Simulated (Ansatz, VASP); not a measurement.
# One calculation of MgS, two programs

```xyz
2
Lattice="0.0000 2.6044 2.6044 2.6044 0.0000 2.6044 2.6044 2.6044 0.0000" Properties=species:S:1:pos:R:3 pbc="T T T"
Mg    0.0000    0.0000    0.0000
S     2.6044    2.6044    2.6044
```

Alike in both runs: task single point; functional PBEsol; k mesh 6 × 6 × 6; occupations gaussian, width 0.1 eV; no spin polarisation.

```csv
,VASP,Ansatz
version,VASP 6.6.1,Ansatz 0.2.0
potentials or method,"VASP PAW PBE potentials, release 64 (Mg, S), cutoff 600 eV","scalar-relativistic, plane waves, PAW"
valence electrons in the cell,8,16
```

```csv
,VASP,Ansatz,Ansatz less VASP
gap on the k mesh at the Fermi level (eV),2.70,2.69,-0.002
least direct gap on the mesh (eV),3.57,3.57,+0.001
pressure (GPa),-1.3,-1.1,+0.19
```

VASP's potentials were made for PBE, not for PBEsol. VASP's potentials hold 8 valence electrons a cell and Ansatz's 16, so a difference there can come from the potentials and not from the codes.
